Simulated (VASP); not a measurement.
# Al2Ru (I4/mmm) in VASP: further runs

Runs on Al2Ru. Level: LDA. Tasks: single point, relaxation of cell and atoms.

All numbers are computed with VASP 6.6.1; they aren't measurements. Logs are shortened: lines on timing, memory, paths and dates and some standing lists are left out, and cuts for length are marked.

## 1. The cell of the first run

It takes space group I4/mmm (No. 139, tetragonal). The conventional cell has a = 3.121 Å, b = 3.121 Å, c = 8.444 Å, α = 90.00°, β = 90.00°, γ = 90.00°. Within 3.4 Å of Al (site symmetry 4mm) lie 5 Ru at 2.58 to 2.88 Å and 9 Al at 2.69 to 3.12 Å. Ru (site symmetry 4/mmm) has 10 Al at 2.58 to 2.88 Å and 4 Ru at 3.12 Å within 3.4 Å.

## 2. Single point, LDA

INCAR reads:

```
ALGO     = Normal         # electronic algorithm
EDIFF    = 1E-7           # SCF threshold, eV
ENCUT    = 520            # plane-wave cutoff, eV
ISIF     = 2              # what is computed and relaxed
ISMEAR   = 0              # smearing method
LASPH    = True           # aspherical terms in the spheres
LCHARG   = False          # write CHGCAR
LREAL    = False          # projectors in reciprocal space
LWAVE    = False          # write WAVECAR
NBANDS   = 17             # bands
NELM     = 60             # most SCF steps
PREC     = Accurate       # precision mode
SIGMA    = 0.1            # smearing width, eV
```

KPOINTS reads:

```
k-points
0
Gamma
  8 8 8
```

POSCAR reads:

```
Al2Ru
1.0
   -1.5604216200      1.5604216200      4.2218055900
    1.5604216200     -1.5604216200      4.2218055900
    1.5604216200      1.5604216200     -4.2218055900
Al Ru
2 1
Direct
    0.6592021900      0.6592021900      0.0000000000
    0.3407978100      0.3407978100      0.0000000000
    0.0000000000      0.0000000000      0.0000000000
```

Potentials or basis: VASP PAW LDA potentials, release 64 (Al, Ru_pv).

Started as:

```bash
> cat potpaw_LDA.64/Al/POTCAR potpaw_LDA.64/Ru_pv/POTCAR > POTCAR
> mpirun -np 1 vasp_std > vasp.out
```

OUTCAR:

```text
EDIFF = 1E-7
   ENCUT = 520
   ISIF = 2
   ISMEAR = 0
   LASPH = True
   LREAL = False
   NELM = 60
   PREC = Accurate

 ion  position               nearest neighbor table
   1  0.659  0.659  0.000-   3 2.58   3 2.58   3 2.58   3 2.58   2 2.69   2 2.69   2 2.69   2 2.69
                             2 2.69   3 2.88
   2  0.341  0.341  0.000-   3 2.58   3 2.58   3 2.58   3 2.58   1 2.69   1 2.69   1 2.69   1 2.69
                             1 2.69   3 2.88
   3  0.000  0.000  0.000-   1 2.58   1 2.58   1 2.58   2 2.58   1 2.58   2 2.58   2 2.58   2 2.58
                             1 2.88   2 2.88

  LATTYP: Found a body centered tetragonal cell.
 ALAT       =     3.1208432400
 C/A-ratio  =     2.7055544065

  Lattice vectors:

 A1 = (  -1.5604216200,   1.5604216200,   4.2218055900)
 A2 = (   1.5604216200,  -1.5604216200,   4.2218055900)
 A3 = (   1.5604216200,   1.5604216200,  -4.2218055900)

Analysis of symmetry for initial positions (statically):
=====================================================================
 Subroutine PRICEL returns:
 Original cell was already a primitive cell.

 Routine SETGRP: Setting up the symmetry group for a
 body centered tetragonal supercell.

 Subroutine GETGRP returns: Found 16 space group operations
 (whereof 16 operations were pure point group operations)
 out of a pool of 16 trial point group operations.

The static configuration has the point symmetry D_4h.

Analysis of symmetry for dynamics (positions and initial velocities):
=====================================================================
 Subroutine PRICEL returns:
 Original cell was already a primitive cell.

 Routine SETGRP: Setting up the symmetry group for a
 body centered tetragonal supercell.

 Subroutine GETGRP returns: Found 16 space group operations
 (whereof 16 operations were pure point group operations)
 out of a pool of 16 trial point group operations.

The dynamic configuration has the point symmetry D_4h.

 Subroutine INISYM returns: Found 16 space group operations
 (whereof 16 operations are pure point group operations),
 and found     1 'primitive' translations

----------------------------------------------------------------------------------------

                                     Primitive cell

  volume of cell :      41.1190

  direct lattice vectors                    reciprocal lattice vectors
    -1.560421620  1.560421620  4.221805590     0.000000000  0.320426219  0.118432739
[... 82 lines left out ...]
   ISPIN  =      1    spin polarized calculation?
   LNONCOLLINEAR =      F non collinear calculations
   LSORBIT =      F    spin-orbit coupling
   LASPH  =      T    aspherical Exc in radial PAW
   ENCUT  =  520.0 eV  38.22 Ry    6.18 a.u.   8.86  8.86  8.86*2*pi/ulx,y,z
   NELM   =     60;   NELMIN=  2; NELMDL= -5     # of ELM steps
   EDIFF  = 0.1E-06   stopping-criterion for ELM
   LREAL  =      F    real-space projection
   EDIFFG = 0.1E-05   stopping-criterion for IOM
   NSW    =      0    number of steps for IOM
   IBRION =     -1    ionic relax: 0-MD 1-quasi-New 2-CG
   NFREE  =      0    steps in history (QN), initial steepest desc. (CG)
   ISIF   =      2    stress and relaxation
   ISYM   =      2    0-nonsym 1-usesym 2-fastsym
   POTIM  = 0.5000    time-step for ionic-motion
   TEBEG  =    0.0;   TEEND  =   0.0 temperature during run
   PSTRESS=    0.0 pullay stress
   NELECT =      20.0000    total number of electrons
   NUPDOWN=      -1.0000    fix difference up-down
   EMIN   =  10.00;   EMAX   =-10.00  energy-range for DOS
   EFERMI =   0.00;   METHOD = LEGACY
   ISMEAR =     0;   SIGMA  =   0.10  broadening in eV -4-tet -1-fermi 0-gaus
   EFERMI_NEDOS =   21; number of points for ismear=-14 and -15
   IALGO  =     38    algorithm
   IMIX   =      4    mixing-type and parameters
     AMIX     =   0.40;   BMIX     =  1.00
     AMIX_MAG =   1.60;   BMIX_MAG =  1.00
  volume/ion in A,a.u.               =      13.71        92.49
  Fermi-wavevector in a.u.,A,eV,Ry     =   1.287471  2.432967 22.552766  1.657582
  Thomas-Fermi vector in A             =   2.419483
   LORBIT       =      0    0 simple, 1 ext, 2 COOP (PROOUT), +10 PAW based schemes
   GGA     = CA    functional components
   LHFCALC =     F    Hartree Fock is set to
   AEXX    =    0.0000 exact exchange contribution
   IVDW    =     0    specifies the selected vdW correction
   LEPSILON=     F    determine dielectric tensor
   LRPA    =     F    only Hartree local field effects (RPA)
 non-spin polarized calculation
 Gauss-broadening in eV      SIGMA  =   0.10
  energy-cutoff  :      520.00
  volume of cell :       41.12
 maximum number of plane-waves:      1124
   NGX = 17   NGY = 17   NGZ = 17

 number of electron      19.9999999 magnetization

 Free energy of the ion-electron system (eV)
  ---------------------------------------------------
  ext. energy  EPLUGINS =         0.00000000
  ---------------------------------------------------
  free energy    TOTEN  =       -21.09325304 eV

  energy without entropy =      -21.09174126  energy(sigma->0) =      -21.09249715

 E-fermi :  10.4335     XC(G=0): -12.1223

 val. band max:       10.4277489287   @ k =   0.5000   0.5000   0.1250
 cond. band min:      10.5328098817   @ k =   0.3750   0.3750   0.0000
 fundamental gap:      0.1050609530
 Fermi energy:        10.4334915687

 k-point     1 :       0.0000    0.0000    0.0000
  band No.  band energies     occupation
      1     -32.0107      2.00000
      2     -32.0107      2.00000
      3     -31.9402      2.00000
      4      -0.4839      2.00000
      5       4.9946      2.00000
      6       6.5826      2.00000
[... 457 lines left out ...]
      4       3.9721      2.00000
      5       4.1908      2.00000
      6       6.1949      2.00000
[... 9 lines left out ...]
     16      18.3151      0.00000
     17      18.9771      0.00000

 [... further k-points ...]
[... 5 lines left out ...]
  --------------------------------------------------------------------------------------
  -------------------------------------------------------------------------------------
  Total       -0.9863239     -0.9863239     -1.2910745      0.0000000      0.0000000      0.0000000
  in kB      -38.4315591    -38.4315591    -50.3059952      0.0000000      0.0000000      0.0000000
  external PRESSURE =     -42.3897045 kB  Pullay stress =       0.0000000 kB

 VOLUME and BASIS-vectors are now :
 -----------------------------------------------------------------------------
  energy-cutoff  :      520.00
  volume of cell :       41.12
      direct lattice vectors                 reciprocal lattice vectors
    -1.560421620  1.560421620  4.221805590     0.000000000  0.320426219  0.118432739
     1.560421620 -1.560421620  4.221805590     0.320426219  0.000000000  0.118432739
     1.560421620  1.560421620 -4.221805590     0.320426219  0.320426219  0.000000000

 POSITION                                       TOTAL-FORCE (eV/Angst)
 -----------------------------------------------------------------------------------
      0.00000      0.00000      5.56605         0.000000      0.000000     -0.136383
      0.00000      0.00000      2.87756        -0.000000     -0.000000      0.136383
      0.00000      0.00000      0.00000        -0.000000     -0.000000     -0.000000
 -----------------------------------------------------------------------------------
    total drift:                                0.000000     -0.000000      0.000000

  FREE ENERGIE OF THE ION-ELECTRON SYSTEM (eV)
  ---------------------------------------------------
  free  energy   TOTEN  =       -21.0932530399 eV

  energy  without entropy=      -21.0917412611  energy(sigma->0) =      -21.09249715
```

OSZICAR:

```text
N       E                     dE             d eps       ncg     rms          rms(c)
DAV:   1     0.114318402012E+03    0.11432E+03   -0.10541E+04  2086   0.108E+03
DAV:   2    -0.195749181328E+02   -0.13389E+03   -0.13002E+03  2286   0.283E+02
DAV:   3    -0.219577759596E+02   -0.23829E+01   -0.23691E+01  2535   0.384E+01
DAV:   4    -0.219764549216E+02   -0.18679E-01   -0.18670E-01  2405   0.342E+00
DAV:   5    -0.219767758922E+02   -0.32097E-03   -0.32096E-03  2585   0.417E-01    0.128E+01
DAV:   6    -0.214373020946E+02    0.53947E+00   -0.56928E+00  2106   0.202E+01    0.357E+00
DAV:   7    -0.211550489456E+02    0.28225E+00   -0.14050E+00  2083   0.994E+00    0.280E+00
DAV:   8    -0.210967806791E+02    0.58268E-01   -0.11735E-01  2304   0.300E+00    0.466E-01
DAV:   9    -0.210934913427E+02    0.32893E-02   -0.37552E-03  2525   0.392E-01    0.226E-01
DAV:  10    -0.210932764172E+02    0.21493E-03   -0.69196E-04  2299   0.226E-01    0.531E-02
DAV:  11    -0.210932555744E+02    0.20843E-04   -0.15466E-04  2286   0.111E-01    0.344E-02
DAV:  12    -0.210932530384E+02    0.25360E-05   -0.10581E-05  2772   0.293E-02    0.436E-03
DAV:  13    -0.210932530399E+02   -0.15411E-08   -0.27042E-07  2366   0.351E-03
   1 F= -.21093253E+02 E0= -.21092497E+02  d E =-.151178E-02
```

Wall time 99 s (1 thread of AMD EPYC 7R43 (Zen 3), shared host); peak memory 0.15 GiB.

Results:

```yaml
Free_energy: -21.0933 eV
Pressure: -4.2 GPa
Largest_force: 0.136 eV/Å
Band_gap_on_the_k_mesh: zero (band 10 reaches 10.56 eV, above the bottom of band 11 at 10.43 eV)
```

Forces in eV/Å, atoms in the order of the input:
```
Al   0.000  0.000 -0.136
Al   0.000  0.000  0.136
Ru   0.000  0.000  0.000
```

Stress tensor (GPa, compression positive):
```
-3.84  0.00  0.00
 0.00 -3.84  0.00
 0.00  0.00 -5.03
```

## 3. Relaxation of cell and atoms, LDA

This run uses another cell than the first one, of 13.37 Å³/atom, 0.975 times its volume.

INCAR reads:

```
ALGO = Normal
EDIFF = 1E-7
EDIFFG = -0.001
ENCUT = 600
IBRION = 2
ISIF = 3
ISMEAR = -1
LASPH = T
LCHARG = F
LREAL = F
LWAVE = F
NELM = 100
NSW = 80
PREC = Accurate
SIGMA = 0.15
```

KPOINTS reads:

```
k-points
0
Gamma
  18 18 18
```

POSCAR reads:

```
Al2Ru
1.0
   -1.5494425416      1.5494425416      4.1758545428
    1.5494425416     -1.5494425416      4.1758545428
    1.5494425416      1.5494425416     -4.1758545428
Al Ru
2 1
Direct
    0.6590718788      0.6590718788      0.0000000000
    0.3409281212      0.3409281212      0.0000000000
    0.0000000000      0.0000000000      0.0000000000
```

Potentials or basis: VASP PAW LDA potentials, release 64 (Al, Ru_pv).

Started as:

```bash
> cat potpaw_LDA.64/Al/POTCAR potpaw_LDA.64/Ru_pv/POTCAR > POTCAR
> mpirun -np 1 vasp_std > vasp.out
```

It took 16 min on 1 thread of Intel Xeon 6975P-C (Granite Rapids), shared host; peak memory 0.49 GiB.

The run converged. Its results:

```
Free energy                            : -21.1213 eV
Relaxed volume                         : 13.41 Å³/atom
Relaxed cell                           : a = 4.715 Å, b = 4.715 Å, c = 4.715 Å, α = 141.56°, β = 141.56°, γ = 55.50°
Space group after relaxing (to 0.05 Å) : I4/mmm (No. 139)
Energy gained by relaxing              : 0.1 meV/atom
Ionic steps                            : 9
Pressure after relaxing                : 0.0 GPa
Band gap on the k mesh                 : zero (band 10 reaches 10.91 eV, above the bottom of band 11 at 10.72 eV)
```

The path:
| step | energy change (eV) | largest force (eV/Å) | pressure (GPa) | volume (Å³) |
| --- | --- | --- | --- | --- |
| 1 | 0.0000 | 0.0239 | 0.55 | 40.10 |
| 2 | 0.0000 | 0.0041 | -0.70 | 40.37 |
| 3 | -0.0003 | 0.0138 | -0.09 | 40.24 |
| 4 | -0.0003 | 0.0123 | 0.02 | 40.22 |
| 5 | -0.0003 | 0.0058 | 0.01 | 40.22 |
| 6 | -0.0003 | 0.0033 | -0.01 | 40.22 |
| 7 | -0.0003 | 0.0012 | -0.02 | 40.22 |
| 8 | -0.0003 | 0.0001 | 0.03 | 40.21 |
| 9 | -0.0003 | 0.0006 | 0.01 | 40.22 |

Final structure:
```
CELL_PARAMETERS angstrom
-1.55227 1.55227 4.17290
1.55227 -1.55227 4.17290
1.55227 1.55227 -4.17290
ATOMIC_POSITIONS crystal
Al 0.65899 0.65899 0.00000
Al 0.34101 0.34101 0.00000
Ru 0.00000 0.00000 0.00000
```

Levels at points of the mesh, in eV from the Fermi level:
```tsv
k point	band 8	band 9	band 10	band 11	band 12	band 13
(0.00, 0.00, 0.00)	-1.96	-1.82	-0.89	2.62	4.78	6.21
(0.50, 0.00, 0.00)	-2.66	-2.54	-1.37	0.69	3.27	5.29
(0.50, 0.50, 0.00)	-3.08	-1.22	-0.24	0.37	1.97	2.20
(0.50, 0.50, 0.50)	-1.50	-1.50	-0.86	3.21	3.21	6.49
```

(Part 1 of 2 ends here.)
